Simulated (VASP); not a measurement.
# PbO (P4/nmm) in VASP: further runs

The runs below take PbO through single point, with PBEsol.

Program: VASP 6.6.1. These are calculated values, not measurements. Logs are shortened: lines on timing, memory, paths and dates and some standing lists are left out, and cuts for length are marked.

**1. The cell of the first run**

The structure is tetragonal, space group P4/nmm (No. 129). The conventional cell has a = 3.915 Å, b = 3.915 Å, c = 4.947 Å, α = 90.00°, β = 90.00°, γ = 90.00°. Within 3.0 Å of Pb (site symmetry 4mm) lie 4 O at 2.28 Å. Within 3.0 Å of O (site symmetry -4m2) lie 4 Pb at 2.28 Å and 4 O at 2.77 Å.

**2. Single point, PBEsol (strain -0.015 along x and y, -0.015 along z)**

Input file INCAR:

```
PREC     = Accurate       # precision mode
ENCUT    = 520            # plane-wave cutoff, eV
EDIFF    = 1E-6           # SCF threshold, eV
ISMEAR   = 0              # smearing method
SIGMA    = 0.05           # smearing width, eV
LREAL    = F              # projectors in reciprocal space
LASPH    = T              # aspherical terms in the spheres
NELM     = 60             # most SCF steps
ALGO     = Normal         # electronic algorithm
ISIF     = 2              # what is computed and relaxed
LWAVE    = F              # write WAVECAR
LCHARG   = F              # write CHGCAR
GGA      = PS             # functional
NBANDS   = 28             # bands
```

Input file KPOINTS:

```
Automatic mesh
0
Gamma
  8 8 6
```

Input file POSCAR:

```
PbO
1.0
    3.9147840000      0.0000000000      0.0000000000
    0.0000000000      3.9147840000      0.0000000000
    0.0000000000      0.0000000000      4.9466700000
Pb O
2 2
Direct
    0.0000000000      0.5000000000      0.2351000000
    0.5000000000      0.0000000000      0.7649000000
    0.0000000000      0.0000000000      0.0000000000
    0.5000000000      0.5000000000      0.0000000000
```

Potentials or basis: VASP PAW PBE potentials, release 64 (Pb_d, O).

Started as:

```
$ cat potpaw_PBE.64/Pb_d/POTCAR potpaw_PBE.64/O/POTCAR > POTCAR
$ mpirun -np 1 vasp_std > vasp.out
```

OUTCAR:

```text
PREC = Accurate
   ENCUT = 520
   EDIFF = 1E-6
   ISMEAR = 0
   LREAL = F
   LASPH = T
   NELM = 60
   ISIF = 2
   GGA = PS

 ion  position               nearest neighbor table
   1  0.000  0.500  0.235-   3 2.28   4 2.28   3 2.28   4 2.28   2 3.62   2 3.62   2 3.62   2 3.62
                             2 3.81   2 3.81   2 3.81   2 3.81
   2  0.500  0.000  0.765-   3 2.28   4 2.28   4 2.28   3 2.28   1 3.62   1 3.62   1 3.62   1 3.62
                             1 3.81   1 3.81   1 3.81   1 3.81
   3  0.000  0.000  0.000-   1 2.28   2 2.28   1 2.28   2 2.28
   4  0.500  0.500  0.000-   1 2.28   2 2.28   2 2.28   1 2.28

  LATTYP: Found a simple tetragonal cell.
 ALAT       =     3.9147840000
 C/A-ratio  =     1.2635869565

  Lattice vectors:

 A1 = (   3.9147840000,   0.0000000000,   0.0000000000)
 A2 = (   0.0000000000,   3.9147840000,   0.0000000000)
 A3 = (   0.0000000000,   0.0000000000,   4.9466700000)

Analysis of symmetry for initial positions (statically):
=====================================================================
 Subroutine PRICEL returns:
 Original cell was already a primitive cell.

 Routine SETGRP: Setting up the symmetry group for a
 simple tetragonal supercell.

 Subroutine GETGRP returns: Found 16 space group operations
 (whereof  8 operations were pure point group operations)
 out of a pool of 16 trial point group operations.

The static configuration has the point symmetry D_2d.
 The point group associated with its full space group is D_4h.

Analysis of symmetry for dynamics (positions and initial velocities):
=====================================================================
 Subroutine PRICEL returns:
 Original cell was already a primitive cell.

 Routine SETGRP: Setting up the symmetry group for a
 simple tetragonal supercell.

 Subroutine GETGRP returns: Found 16 space group operations
 (whereof  8 operations were pure point group operations)
 out of a pool of 16 trial point group operations.

The dynamic configuration has the point symmetry D_2d.
 The point group associated with its full space group is D_4h.

 Subroutine INISYM returns: Found 16 space group operations
 (whereof  8 operations are pure point group operations),
 and found     1 'primitive' translations

----------------------------------------------------------------------------------------

                                     Primitive cell

  volume of cell :      75.8104

  direct lattice vectors                    reciprocal lattice vectors
     3.914784000  0.000000000  0.000000000     0.255441935  0.000000000  0.000000000
     0.000000000  3.914784000  0.000000000     0.000000000  0.255441935  0.000000000
     0.000000000  0.000000000  4.946670000     0.000000000  0.000000000  0.202156198

  length of vectors
     3.914784000  3.914784000  4.946670000     0.255441935  0.255441935  0.202156198

  position of ions in fractional coordinates (direct lattice)
     0.000000000  0.500000000  0.235100000
     0.500000000  0.000000000  0.764900000
     0.000000000  0.000000000  0.000000000
     0.500000000  0.500000000  0.000000000

  ion indices of the primitive-cell ions
   primitive index   ion index
                 1           1
                 2           2
                 3           3
                 4           4

----------------------------------------------------------------------------------------

 KPOINTS: Automatic mesh

Automatic generation of k-mesh.
 Grid dimensions read from file:
 generate k-points for:    8    8    6

 Generating k-lattice:

  Cartesian coordinates                     Fractional coordinates (reciprocal lattice)
     0.031930242  0.000000000  0.000000000     0.125000000  0.000000000  0.000000000
     0.000000000  0.031930242  0.000000000     0.000000000  0.125000000  0.000000000
     0.000000000  0.000000000  0.033692700     0.000000000  0.000000000  0.166666667

  Length of vectors
     0.031930242  0.031930242  0.033692700

  Shift w.r.t. Gamma in fractional coordinates (k-lattice)
     0.000000000  0.000000000  0.000000000

 Subroutine IBZKPT returns following result:
 ===========================================

 Found     60 irreducible k-points:

 Following reciprocal coordinates:
            Coordinates               Weight
  0.000000  0.000000  0.000000      1.000000
  0.125000  0.000000  0.000000      4.000000
  0.250000  0.000000  0.000000      4.000000
  0.375000  0.000000  0.000000      4.000000
  0.500000  0.000000  0.000000      2.000000
  0.125000  0.125000  0.000000      4.000000
[... 16 lines left out ...]
  0.375000  0.125000  0.166667     16.000000
  0.500000  0.125000  0.166667      8.000000
 [... further k-points ...]
   k-points           NKPTS =     60   k-points in BZ     NKDIM =     60   number of bands    NBANDS=     28
   number of dos      NEDOS =    301   number of ions     NIONS =      4
   total plane-waves  NPLWV =  36000
   dimension x,y,z NGX =    30 NGY =   30 NGZ =   40
   dimension x,y,z NGXF=    60 NGYF=   60 NGZF=   80
   ions per type =               2   2
   NGX,Y,Z   is equivalent  to a cutoff of  12.74, 12.74, 13.44 a.u.
   NGXF,Y,Z  is equivalent  to a cutoff of  25.48, 25.48, 26.89 a.u.
 SYSTEM =  unknown system
   PREC   = accura    normal or accurate (medium, high low for compatibility)
   ISTART =      0    job   : 0-new  1-cont  2-samecut
   ICHARG =      2    charge: 1-file 2-atom 10-const
   ISPIN  =      1    spin polarized calculation?
   LNONCOLLINEAR =      F non collinear calculations
   LSORBIT =      F    spin-orbit coupling
   LASPH  =      T    aspherical Exc in radial PAW
   ENCUT  =  520.0 eV  38.22 Ry    6.18 a.u.   7.28  7.28  9.20*2*pi/ulx,y,z
   NELM   =     60;   NELMIN=  2; NELMDL= -5     # of ELM steps
   EDIFF  = 0.1E-05   stopping-criterion for ELM
   LREAL  =      F    real-space projection
   EDIFFG = 0.1E-04   stopping-criterion for IOM
   NSW    =      0    number of steps for IOM
   IBRION =     -1    ionic relax: 0-MD 1-quasi-New 2-CG
   NFREE  =      0    steps in history (QN), initial steepest desc. (CG)
   ISIF   =      2    stress and relaxation
   ISYM   =      2    0-nonsym 1-usesym 2-fastsym
   POTIM  = 0.5000    time-step for ionic-motion
   TEBEG  =    0.0;   TEEND  =   0.0 temperature during run
   PSTRESS=    0.0 pullay stress
   NELECT =      40.0000    total number of electrons
   NUPDOWN=      -1.0000    fix difference up-down
   EMIN   =  10.00;   EMAX   =-10.00  energy-range for DOS
   EFERMI =   0.00;   METHOD = LEGACY
   ISMEAR =     0;   SIGMA  =   0.05  broadening in eV -4-tet -1-fermi 0-gaus
   EFERMI_NEDOS =   21; number of points for ismear=-14 and -15
   IALGO  =     38    algorithm
   IMIX   =      4    mixing-type and parameters
     AMIX     =   0.40;   BMIX     =  1.00
     AMIX_MAG =   1.60;   BMIX_MAG =  1.00
  volume/ion in A,a.u.               =      18.95       127.90
  Fermi-wavevector in a.u.,A,eV,Ry     =   1.322875  2.499870 23.810154  1.749997
  Thomas-Fermi vector in A             =   2.452524
   LORBIT       =      0    0 simple, 1 ext, 2 COOP (PROOUT), +10 PAW based schemes
   GGA     = PS    functional components
   LHFCALC =     F    Hartree Fock is set to
   AEXX    =    0.0000 exact exchange contribution
   IVDW    =     0    specifies the selected vdW correction
   LEPSILON=     F    determine dielectric tensor
   LRPA    =     F    only Hartree local field effects (RPA)
 non-spin polarized calculation
 Gauss-broadening in eV      SIGMA  =   0.05
  energy-cutoff  :      520.00
  volume of cell :       75.81
 maximum number of plane-waves:      2060
 NGX is ok and might be reduce to    30
   NGX = 15   NGY = 15   NGZ = 19

 number of electron      39.9999989 magnetization

 Free energy of the ion-electron system (eV)
  ---------------------------------------------------
  ext. energy  EPLUGINS =         0.00000000
  ---------------------------------------------------
  free energy    TOTEN  =       -22.79899688 eV

  energy without entropy =      -22.79899688  energy(sigma->0) =      -22.79899688

 E-fermi :   5.8227     XC(G=0): -10.3132

 val. band max:        5.5875094696   @ k =   0.1250   0.0000   0.0000
 cond. band min:       6.6913344701   @ k =   0.5000   0.5000   0.0000
 fundamental gap:      1.1038250005
 Fermi energy:         5.8226636695

 k-point     1 :       0.0000    0.0000    0.0000
  band No.  band energies     occupation
      1     -13.3176      2.00000
      2     -12.6215      2.00000
      3     -10.5070      2.00000
      4     -10.5070      2.00000
      5     -10.4239      2.00000
      6     -10.4146      2.00000
[... 20 lines left out ...]
     27      13.1038      0.00000
     28      13.5716      0.00000

 k-point     2 :       0.1250    0.0000    0.0000
  band No.  band energies     occupation
      1     -13.2756      2.00000
      2     -12.6358      2.00000
      3     -10.4980      2.00000
      4     -10.4955      2.00000
      5     -10.4094      2.00000
      6     -10.4036      2.00000
[... 20 lines left out ...]
     27      13.3321      0.00000
     28      14.6946      0.00000

 k-point     3 :       0.2500    0.0000    0.0000
  band No.  band energies     occupation
      1     -13.1654      2.00000
      2     -12.6821      2.00000
      3     -10.4731      2.00000
      4     -10.4637      2.00000
      5     -10.3739      2.00000
      6     -10.3674      2.00000
[... 20 lines left out ...]
     27      13.6162      0.00000
     28      16.5932      0.00000

 k-point     4 :       0.3750    0.0000    0.0000
  band No.  band energies     occupation
      1     -13.0224      2.00000
      2     -12.7649      2.00000
      3     -10.4376      2.00000
      4     -10.4222      2.00000
      5     -10.3621      2.00000
      6     -10.3619      2.00000
[... 20 lines left out ...]
     27      14.0520      0.00000
     28      15.9543      0.00000

 k-point     5 :       0.5000    0.0000    0.0000
  band No.  band energies     occupation
      1     -12.8818      2.00000
      2     -12.8818      2.00000
      3     -10.3985      2.00000
      4     -10.3985      2.00000
      5     -10.3839      2.00000
      6     -10.3839      2.00000
[... 20 lines left out ...]
     27      14.7775      0.00000
     28      14.7775      0.00000

 k-point     6 :       0.1250    0.1250    0.0000
  band No.  band energies     occupation
      1     -13.2366      2.00000
      2     -12.6486      2.00000
      3     -10.5013      2.00000
      4     -10.4704      2.00000
      5     -10.3962      2.00000
      6     -10.3953      2.00000
[... 463 lines left out ...]
      5     -10.4021      2.00000
      6     -10.3861      2.00000
[... 20 lines left out ...]
     27      14.0070      0.00000
     28      15.1833      0.00000

 k-point    22 :       0.2500    0.1250    0.1667
  band No.  band energies     occupation
      1     -13.1322      2.00000
      2     -12.6895      2.00000
      3     -10.4707      2.00000
      4     -10.4366      2.00000
      5     -10.3758      2.00000
      6     -10.3518      2.00000
[... 20 lines left out ...]
     27      14.6264      0.00000
     28      15.9519      0.00000

 k-point    23 :       0.3750    0.1250    0.1667
  band No.  band energies     occupation
      1     -13.0029      2.00000
      2     -12.7670      2.00000
      3     -10.4426      2.00000
      4     -10.4061      2.00000
      5     -10.3732      2.00000
      6     -10.3428      2.00000
[... 20 lines left out ...]
     27      14.8465      0.00000
     28      15.3153      0.00000

 k-point    24 :       0.5000    0.1250    0.1667
  band No.  band energies     occupation
      1     -12.8749      2.00000
      2     -12.8749      2.00000
      3     -10.4138      2.00000
      4     -10.4138      2.00000
      5     -10.3625      2.00000
      6     -10.3625      2.00000
[... 20 lines left out ...]
     27      15.0342      0.00000
     28      15.0342      0.00000

 [... further k-points ...]
[... 5 lines left out ...]
  --------------------------------------------------------------------------------------
  -------------------------------------------------------------------------------------
  Total        2.6949494      2.6949494      2.2393234      0.0000000      0.0000000      0.0000000
  in kB       56.9551049     56.9551049     47.3258960      0.0000000      0.0000000      0.0000000
  external PRESSURE =      53.7453686 kB  Pullay stress =       0.0000000 kB

 VOLUME and BASIS-vectors are now :
 -----------------------------------------------------------------------------
  energy-cutoff  :      520.00
  volume of cell :       75.81
      direct lattice vectors                 reciprocal lattice vectors
     3.914784000  0.000000000  0.000000000     0.255441935  0.000000000  0.000000000
     0.000000000  3.914784000  0.000000000     0.000000000  0.255441935  0.000000000
     0.000000000  0.000000000  4.946670000     0.000000000  0.000000000  0.202156198

 POSITION                                       TOTAL-FORCE (eV/Angst)
 -----------------------------------------------------------------------------------
      0.00000      1.95739      1.16296        -0.000000     -0.000000      0.832390
      1.95739      0.00000      3.78371         0.000000      0.000000     -0.832390
      0.00000      0.00000      0.00000         0.000000     -0.000000      0.000000
      1.95739      1.95739      0.00000         0.000000      0.000000      0.000000
 -----------------------------------------------------------------------------------
    total drift:                                0.000000      0.000000     -0.000000

  FREE ENERGIE OF THE ION-ELECTRON SYSTEM (eV)
  ---------------------------------------------------
  free  energy   TOTEN  =       -22.7989968760 eV

  energy  without entropy=      -22.7989968760  energy(sigma->0) =      -22.79899688
```

Wall time 3.1 min (1 thread of AMD EPYC 7R13, shared host); peak memory 0.22 GiB.

Results:

```
Free energy            : -22.7990 eV
Pressure               : 5.4 GPa
Largest force          : 0.832 eV/Å
Band gap on the k mesh : 1.10 eV, indirect (least direct gap 2.29 eV)
```

Forces on the atoms (eV/Å):
```
Pb   0.000  0.000  0.832
Pb   0.000  0.000 -0.832
O    0.000  0.000  0.000
O    0.000  0.000  0.000
```

Stress tensor (GPa, compression positive):
```
5.70 0.00 0.00
0.00 5.70 0.00
0.00 0.00 4.73
```

Caveat: the cell differs from its parent crystal (strain -0.015 along x and y, -0.015 along z); the PAW data sets were made with another functional, which shifts forces and pressure a little; spin-orbit coupling is left out, which moves the levels of the heavy elements. A k mesh can miss the band edges.

(Part 1 of 2 ends here.)
